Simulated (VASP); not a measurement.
**Li3LaTe: single point with PBE**

The system is Li3LaTe.

```
CELL_PARAMETERS angstrom
4.69683 0.00000 0.00000
0.00000 4.69683 0.00000
0.00000 0.00000 4.69683
ATOMIC_POSITIONS crystal
Li 0.50000 0.00000 0.00000
Li 0.00000 0.50000 0.00000
Li 0.00000 0.00000 0.50000
La 0.00000 0.00000 0.00000
Te 0.50000 0.50000 0.50000
```

The cell was built from a structure type or drawn by symmetry, and may not be a known phase.

* Program: VASP 6.6.1
* Task: single point
* Functional: PBE
* Potentials or basis: VASP PAW PBE potentials, release 64 (Li_sv, La, Te)
* Cutoff: 520 eV
* k mesh: 4 × 4 × 4
* Occupations: gaussian, width 0.1 eV
* Spin: no spin polarisation
* Dipole correction: no
* Further INCAR settings: ALGO = Normal; EDIFF = 1e-07; NBANDS = 21

```yaml
Band_gap_on_the_k_mesh: zero (bands 13 and 14 overlap by 0.90 eV)
```

Levels at points of the mesh, in eV from the Fermi level:
```
           k point  band 11  band 12  band 13  band 14  band 15  band 16
(0.00, 0.00, 0.00)    -2.63    -0.84    -0.33    -0.33     0.95     0.95
(0.50, 0.00, 0.00)    -2.85     0.22     0.34     0.43     0.79     0.79
(0.50, 0.50, 0.00)    -2.03    -1.36    -0.57    -0.56    -0.56     0.03
(0.50, 0.50, 0.50)    -4.49     0.09     0.09     1.26     1.26     1.26
```

Wall time 74 s on 1 thread of AMD EPYC 7R43 64-Core Processor (Zen 3), with other jobs on the host, peak memory 0.19 GiB.

Caveat: spin-orbit coupling is left out, which moves the levels of the heavy elements.
